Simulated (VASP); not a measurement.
Sb: relaxation of cell and atoms with r2SCAN

The system is Sb.

```
CELL_PARAMETERS angstrom
3.21000 0.00000 0.00000
0.00000 3.21000 0.00000
0.00000 0.00000 3.21000
ATOMIC_POSITIONS crystal
Sb 0.00000 0.00000 0.00000
```

| Item | Value |
| --- | --- |
| Program | VASP 6.6.1 |
| Task | relaxation of cell and atoms |
| Functional | r2SCAN |
| Potentials or basis | VASP PAW PBE potentials, release 64 (Sb) |
| Cutoff | 600 eV |
| k mesh | 7 × 7 × 7 |
| Occupations | gaussian, width 0.1 eV |
| Spin | no spin polarisation |
| Dipole correction | no |
| Further INCAR settings | ALGO = Normal; EDIFF = 1e-06; IBRION = 2; EDIFFG = -0.02; NSW = 80; ISIF = 3 |

The relaxed volume is 29.48 Å³/atom. The relaxed cell is a = 3.089 Å, b = 3.089 Å, c = 3.089 Å, α = 90.00°, β = 90.00°, γ = 90.00°, the space group after relaxing (to 0.05 Å) is Pm-3m (No. 221) and the energy gained by relaxing is 71.1 meV/atom. The ionic steps are 3 and the pressure after relaxing is 0.0 GPa.

The path:
```csv
step,energy change (eV),largest force (eV/Å),pressure (GPa),volume (Å³)
1,0.0000,0.0000,-5.64,33.08
2,-0.0502,0.0000,4.42,27.81
3,-0.0711,0.0000,0.00,29.48
```

Final structure:
```yaml
crystal:
  lattice:
    - [3.08900, 0.00000, 0.00000]
    - [0.00000, 3.08900, 0.00000]
    - [0.00000, 0.00000, 3.08900]
  atoms:
    - { symbol: Sb, position: [0.00000, 0.00000, 0.00000] }
```

Levels at points of the mesh, in eV from the Fermi level:
```csv
k point,band 1,band 2,band 3,band 4,band 5
"(0.00, 0.00, 0.00)",-12.84,3.71,3.71,3.71,7.49
```

It took 46 s on 1 thread of Intel(R) Xeon(R) Platinum 8259CL CPU @ 2.50GHz (Skylake/Cascade Lake), with other jobs on the host, peak memory 0.17 GiB.

Caveat: the PAW data sets were made with another functional, which shifts forces and pressure a little; spin-orbit coupling is left out, which moves the levels of the heavy elements.
